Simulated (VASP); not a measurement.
# Mn (Im-3m) in VASP: single point with LDA

Aim: the single point of Mn with LDA.

All numbers are computed with VASP 6.6.1; they aren't measurements. Logs are shortened: lines on timing, memory, paths and dates and some standing lists are left out, and cuts for length are marked.

### 1 The cell of the first run

It takes space group Im-3m (No. 229, cubic). The conventional cell has a = 2.838 Å, b = 2.838 Å, c = 2.838 Å, α = 90.00°, β = 90.00°, γ = 90.00°. Mn (site symmetry m-3m) has 14 Mn at 2.46 to 2.84 Å within 3.2 Å.

### 2 Single point, LDA, non-collinear spin, typed start

INCAR

```
ALGO = Normal
EDIFF = 1E-7
ENCUT = 520
GGA = CA
ISIF = 2
ISMEAR = 0
LASPH = True
LCHARG = False
LMAXMIX = 4
LNONCOLLINEAR = True
LORBIT = 11
LREAL = False
LWAVE = False
MAGMOM = 0.109 1.216 -1.034 0.497 -1.315 2.305 -1.895 0.98 -1.814 0.835 -1.851 -1.081
NBANDS = 66
NELM = 150
PREC = Accurate
SIGMA = 0.05
```

KPOINTS

```
k-points
0
Gamma
  3 3 2
```

POSCAR

```
Mn
1.0
    2.8380000000      0.0000000000      0.0000000000
    0.0000000000      2.8380000000      0.0000000000
    0.0000000000      0.0000000000      5.6759000000
Mn
4
Direct
    0.0000000000      0.0000000000      0.0000000000
    0.5000000000      0.5000000000      0.2500000000
    0.0000000000      0.0000000000      0.5000000000
    0.5000000000      0.5000000000      0.7500000000
```

Potentials or basis: VASP PAW LDA potentials, release 64 (Mn_pv).

Run with:

```
$ cat potpaw_LDA.64/Mn_pv/POTCAR > POTCAR
$ mpirun -np 1 vasp_ncl > vasp.out
```

OUTCAR:

```text
EDIFF = 1E-7
   ENCUT = 520
   GGA = CA
   ISIF = 2
   ISMEAR = 0
   LASPH = True
   LNONCOLLINEAR = True
   LORBIT = 11
   LREAL = False
   NELM = 150
   PREC = Accurate

 ion  position               nearest neighbor table
   1  0.000  0.000  0.000-   2 2.46   4 2.46   2 2.46   4 2.46   2 2.46   4 2.46   2 2.46   4 2.46
                             3 2.84   3 2.84
   2  0.500  0.500  0.250-   1 2.46   3 2.46   1 2.46   3 2.46   1 2.46   3 2.46   1 2.46   3 2.46
                             4 2.84   4 2.84
   3  0.000  0.000  0.500-   2 2.46   4 2.46   2 2.46   4 2.46   2 2.46   4 2.46   2 2.46   4 2.46
                             1 2.84   1 2.84
   4  0.500  0.500  0.750-   1 2.46   3 2.46   1 2.46   3 2.46   1 2.46   3 2.46   1 2.46   3 2.46
                             2 2.84   2 2.84

  LATTYP: Found a simple tetragonal cell.
 ALAT       =     2.8380000000
 C/A-ratio  =     1.9999647639

  Lattice vectors:

 A1 = (   2.8380000000,   0.0000000000,   0.0000000000)
 A2 = (   0.0000000000,   2.8380000000,   0.0000000000)
 A3 = (   0.0000000000,   0.0000000000,   5.6759000000)

Analysis of symmetry for initial positions (statically):
=====================================================================
 Subroutine PRICEL returns following result:

  LATTYP: Found a body centered tetragonal cell.
 ALAT       =     2.8380000000
 C/A-ratio  =     0.9999823820

  Lattice vectors:

 A1 = (  -1.4190000000,  -1.4190000000,  -1.4189750000)
 A2 = (   1.4190000000,   1.4190000000,  -1.4189750000)
 A3 = (   1.4190000000,  -1.4190000000,   1.4189750000)

   4 primitive cells build up your supercell.

 Routine SETGRP: Setting up the symmetry group for a
 simple tetragonal supercell.

 Subroutine GETGRP returns: Found 16 space group operations
 (whereof 16 operations were pure point group operations)
 out of a pool of 16 trial point group operations.

The static configuration has the point symmetry D_4h.

Analysis of symmetry for dynamics (positions and initial velocities):
=====================================================================
 Subroutine PRICEL returns following result:

  LATTYP: Found a body centered tetragonal cell.
 ALAT       =     2.8380000000
 C/A-ratio  =     0.9999823820

  Lattice vectors:

 A1 = (  -1.4190000000,  -1.4190000000,  -1.4189750000)
 A2 = (   1.4190000000,   1.4190000000,  -1.4189750000)
 A3 = (   1.4190000000,  -1.4190000000,   1.4189750000)

   4 primitive cells build up your supercell.

 Routine SETGRP: Setting up the symmetry group for a
 simple tetragonal supercell.

 Subroutine GETGRP returns: Found 16 space group operations
 (whereof 16 operations were pure point group operations)
 out of a pool of 16 trial point group operations.

The dynamic configuration has the point symmetry D_4h.

Analysis of structural, dynamic, and magnetic symmetry:
=====================================================================
 Subroutine PRICEL returns:
 Original cell was already a primitive cell.

 Routine SETGRP: Setting up the symmetry group for a
 simple tetragonal supercell.

 Subroutine GETGRP returns: Found  1 space group operations
 (whereof  1 operations were pure point group operations)
 out of a pool of 16 trial point group operations.

The overall configuration has the point symmetry C_1 .

 Subroutine INISYM returns: Found  1 space group operations
 (whereof  1 operations are pure point group operations),
 and found     1 'primitive' translations

----------------------------------------------------------------------------------------

                                     Primitive cell

  volume of cell :      45.7151

  direct lattice vectors                    reciprocal lattice vectors
     2.838000000  0.000000000  0.000000000     0.352360817  0.000000000  0.000000000
     0.000000000  2.838000000  0.000000000     0.000000000  0.352360817  0.000000000
     0.000000000  0.000000000  5.675900000     0.000000000  0.000000000  0.176183513

  length of vectors
     2.838000000  2.838000000  5.675900000     0.352360817  0.352360817  0.176183513

  position of ions in fractional coordinates (direct lattice)
     0.000000000  0.000000000  0.000000000
     0.500000000  0.500000000  0.250000000
     0.000000000  0.000000000  0.500000000
     0.500000000  0.500000000  0.750000000

  ion indices of the primitive-cell ions
   primitive index   ion index
                 1           1
                 2           2
                 3           3
                 4           4

----------------------------------------------------------------------------------------

 KPOINTS: k-points

Automatic generation of k-mesh.
 Grid dimensions read from file:
 generate k-points for:    3    3    2

 Generating k-lattice:

  Cartesian coordinates                     Fractional coordinates (reciprocal lattice)
     0.117453606  0.000000000  0.000000000     0.333333333  0.000000000  0.000000000
     0.000000000  0.117453606  0.000000000     0.000000000  0.333333333  0.000000000
     0.000000000  0.000000000  0.088091756     0.000000000  0.000000000  0.500000000

  Length of vectors
     0.117453606  0.117453606  0.088091756

  Shift w.r.t. Gamma in fractional coordinates (k-lattice)
     0.000000000  0.000000000  0.000000000

 Subroutine IBZKPT returns following result:
 ===========================================

 Found     18 irreducible k-points:

 Following reciprocal coordinates:
            Coordinates               Weight
  0.000000  0.000000  0.000000      1.000000
  0.333333  0.000000  0.000000      1.000000
 -0.333333  0.000000  0.000000      1.000000
  0.000000  0.333333  0.000000      1.000000
  0.000000 -0.333333  0.000000      1.000000
  0.333333  0.333333  0.000000      1.000000
[... 10 lines left out ...]
 -0.333333  0.333333  0.500000      1.000000
  0.333333 -0.333333  0.500000      1.000000
   k-points           NKPTS =     18   k-points in BZ     NKDIM =     18   number of bands    NBANDS=     66
   number of dos      NEDOS =    301   number of ions     NIONS =      4
   total plane-waves  NPLWV =  24192
   dimension x,y,z NGX =    24 NGY =   24 NGZ =   42
   dimension x,y,z NGXF=    48 NGYF=   48 NGZF=   84
   ions per type =               4
   NGX,Y,Z   is equivalent  to a cutoff of  14.06, 14.06, 12.30 a.u.
   NGXF,Y,Z  is equivalent  to a cutoff of  28.12, 28.12, 24.60 a.u.
 SYSTEM =  unknown system
   PREC   = accura    normal or accurate (medium, high low for compatibility)
   ISTART =      0    job   : 0-new  1-cont  2-samecut
   ICHARG =      2    charge: 1-file 2-atom 10-const
   ISPIN  =      1    spin polarized calculation?
   LNONCOLLINEAR =      T non collinear calculations
   LSORBIT =      F    spin-orbit coupling
   LASPH  =      T    aspherical Exc in radial PAW
   ENCUT  =  520.0 eV  38.22 Ry    6.18 a.u.   5.28  5.28 10.55*2*pi/ulx,y,z
   NELM   =    150;   NELMIN=  2; NELMDL= -5     # of ELM steps
   EDIFF  = 0.1E-06   stopping-criterion for ELM
   LREAL  =      F    real-space projection
   EDIFFG = 0.1E-05   stopping-criterion for IOM
   NSW    =      0    number of steps for IOM
   IBRION =     -1    ionic relax: 0-MD 1-quasi-New 2-CG
   NFREE  =      0    steps in history (QN), initial steepest desc. (CG)
   ISIF   =      2    stress and relaxation
   ISYM   =      2    0-nonsym 1-usesym 2-fastsym
   POTIM  = 0.5000    time-step for ionic-motion
   TEBEG  =    0.0;   TEEND  =   0.0 temperature during run
   PSTRESS=    0.0 pullay stress
   NELECT =      52.0000    total number of electrons
   NUPDOWN=      -1.0000    fix difference up-down
   EMIN   =  10.00;   EMAX   =-10.00  energy-range for DOS
   EFERMI =   0.00;   METHOD = LEGACY
   ISMEAR =     0;   SIGMA  =   0.05  broadening in eV -4-tet -1-fermi 0-gaus
   EFERMI_NEDOS =   21; number of points for ismear=-14 and -15
   IALGO  =     38    algorithm
   IMIX   =      4    mixing-type and parameters
     AMIX     =   0.40;   BMIX     =  1.00
     AMIX_MAG =   1.60;   BMIX_MAG =  1.00
  volume/ion in A,a.u.               =      11.43        77.13
  Fermi-wavevector in a.u.,A,eV,Ry     =   1.708924  3.229398 39.734748  2.920422
  Thomas-Fermi vector in A             =   2.787503
   LORBIT       =     11    0 simple, 1 ext, 2 COOP (PROOUT), +10 PAW based schemes
   GGA     = CA    functional components
   LHFCALC =     F    Hartree Fock is set to
   AEXX    =    0.0000 exact exchange contribution
   IVDW    =     0    specifies the selected vdW correction
   LEPSILON=     F    determine dielectric tensor
   LRPA    =     F    only Hartree local field effects (RPA)
 Gauss-broadening in eV      SIGMA  =   0.05
  energy-cutoff  :      520.00
  volume of cell :       45.72
 maximum number of plane-waves:      2508
 NGX is ok and might be reduce to    24
   NGX = 11   NGY = 11   NGZ = 21

 number of electron      52.0000054 magnetization      -0.0620245     -0.3815787     -0.0639690

 number of electron      52.0000053 magnetization      -0.3626856     -0.7888531      0.1311768

 Free energy of the ion-electron system (eV)
  ---------------------------------------------------
  ext. energy  EPLUGINS =         0.00000000
  ---------------------------------------------------
  free energy    TOTEN  =       -39.78345489 eV

  energy without entropy =      -39.77366050  energy(sigma->0) =      -39.77855770

 E-fermi :   9.7095     XC(G=0): -14.0047

 val. band max:        9.6959790060   @ k =   0.0000  -0.3333   0.0000
 cond. band min:       9.7420850072   @ k =  -0.3333  -0.3333   0.0000
 fundamental gap:      0.0461060012
 Fermi energy:         9.7094832353

 k-point     1 :       0.0000    0.0000    0.0000
  band No.  band energies     occupation
      1     -38.4666      1.00000
      2     -38.4226      1.00000
      3     -38.4226      1.00000
      4     -38.3535      1.00000
      5     -38.3535      1.00000
      6     -38.2284      1.00000
[... 56 lines left out ...]
     63      11.0933      0.00000
     64      11.1310      0.00000

 k-point     2 :       0.3333    0.0000    0.0000
  band No.  band energies     occupation
      1     -38.5840      1.00000
      2     -38.5840      1.00000
      3     -38.3930      1.00000
      4     -38.3557      1.00000
      5     -38.3557      1.00000
      6     -38.3493      1.00000
[... 56 lines left out ...]
     63      11.1178      0.00000
     64      11.1178      0.00000

 k-point     3 :      -0.3333    0.0000    0.0000
  band No.  band energies     occupation
      1     -38.5840      1.00000
      2     -38.5840      1.00000
      3     -38.3930      1.00000
      4     -38.3557      1.00000
      5     -38.3557      1.00000
      6     -38.3493      1.00000
[... 994 lines left out ...]
     63      10.5440      0.00000
     64      10.5440      0.00000

 k-point    18 :       0.3333   -0.3333    0.5000
  band No.  band energies     occupation
      1     -38.4792      1.00000
      2     -38.4791      1.00000
      3     -38.4759      1.00000
      4     -38.4758      1.00000
      5     -38.3968      1.00000
      6     -38.3967      1.00000
[... 56 lines left out ...]
     63      10.5440      0.00000
     64      10.5440      0.00000
 [bands above 64 left out]

------------------------ aborting loop because EDIFF is reached ----------------------------------------

  FORCE on cell =-STRESS in cart. coord.  units (eV):
  Direction    XX          YY          ZZ          XY          YZ          ZX
  --------------------------------------------------------------------------------------
  -------------------------------------------------------------------------------------
  Total       -9.5130842     -9.5130855     -7.5870277      0.0000005     -0.0000002     -0.0000001
  in kB     -333.4052294   -333.4052731   -265.9026908      0.0000184     -0.0000065     -0.0000041
  external PRESSURE =    -310.9043978 kB  Pullay stress =       0.0000000 kB

 VOLUME and BASIS-vectors are now :
 -----------------------------------------------------------------------------
  energy-cutoff  :      520.00
  volume of cell :       45.72
      direct lattice vectors                 reciprocal lattice vectors
     2.838000000  0.000000000  0.000000000     0.352360817  0.000000000  0.000000000
     0.000000000  2.838000000  0.000000000     0.000000000  0.352360817  0.000000000
     0.000000000  0.000000000  5.675900000     0.000000000  0.000000000  0.176183513

 POSITION                                       TOTAL-FORCE (eV/Angst)
 -----------------------------------------------------------------------------------
      0.00000      0.00000      0.00000        -0.000000      0.000000     -0.000015
      1.41900      1.41900      1.41898         0.000000      0.000000     -0.000051
      0.00000      0.00000      2.83795         0.000000     -0.000000      0.000017
      1.41900      1.41900      4.25693        -0.000000     -0.000000      0.000050
 -----------------------------------------------------------------------------------
    total drift:                               -0.000000     -0.000000     -0.000009

  FREE ENERGIE OF THE ION-ELECTRON SYSTEM (eV)
  ---------------------------------------------------
  free  energy   TOTEN  =       -39.7834548877 eV

  energy  without entropy=      -39.7736605043  energy(sigma->0) =      -39.77855770

 total charge

# of ion       s       p       d       tot
------------------------------------------
    1        0.404   6.363   5.101  11.868
    2        0.404   6.363   5.101  11.868
    3        0.404   6.363   5.101  11.868
    4        0.404   6.363   5.101  11.868
--------------------------------------------------
tot          1.614  25.454  20.403  47.472

 magnetization (x)

# of ion       s       p       d       tot
------------------------------------------
    1        0.000   0.001  -0.093  -0.091
    2        0.000   0.001  -0.092  -0.090
    3        0.000   0.001  -0.093  -0.091
    4        0.000   0.001  -0.092  -0.090
--------------------------------------------------
tot          0.002   0.005  -0.369  -0.361

 magnetization (y)

# of ion       s       p       d       tot
------------------------------------------
    1        0.001   0.003  -0.201  -0.197
    2        0.001   0.003  -0.201  -0.197
    3        0.001   0.003  -0.200  -0.196
    4        0.001   0.003  -0.201  -0.197
--------------------------------------------------
tot          0.004   0.012  -0.802  -0.786

 magnetization (z)

# of ion       s       p       d       tot
------------------------------------------
    1       -0.000  -0.000   0.033   0.033
    2       -0.000  -0.000   0.033   0.032
    3       -0.000  -0.000   0.033   0.033
    4       -0.000  -0.000   0.034   0.033
--------------------------------------------------
tot         -0.001  -0.002   0.133   0.131
```

It took 3.2 min on 1 thread of Intel Xeon Platinum 8559C (Emerald Rapids), shared host; peak memory 0.26 GiB.

Results:

- Free energy: -39.7835 eV
- Pressure: -31.1 GPa
- Band gap on the k mesh: zero (band 52 reaches 9.97 eV, above the bottom of band 53 at 9.57 eV)
- Net moment: 0.88 μB per cell
- Valence electrons inside the program's atomic spheres: Mn 11.87

Stress tensor (GPa, compression positive):
```
-33.34   0.00   0.00
  0.00 -33.34   0.00
  0.00   0.00 -26.59
```

Moments on the atoms (μB; x, y, z):
```
Mn  -0.09 -0.20  0.03
Mn  -0.09 -0.20  0.03
Mn  -0.09 -0.20  0.03
Mn  -0.09 -0.20  0.03
```

Caveat: the k points lie up to 0.74 Å⁻¹ apart.
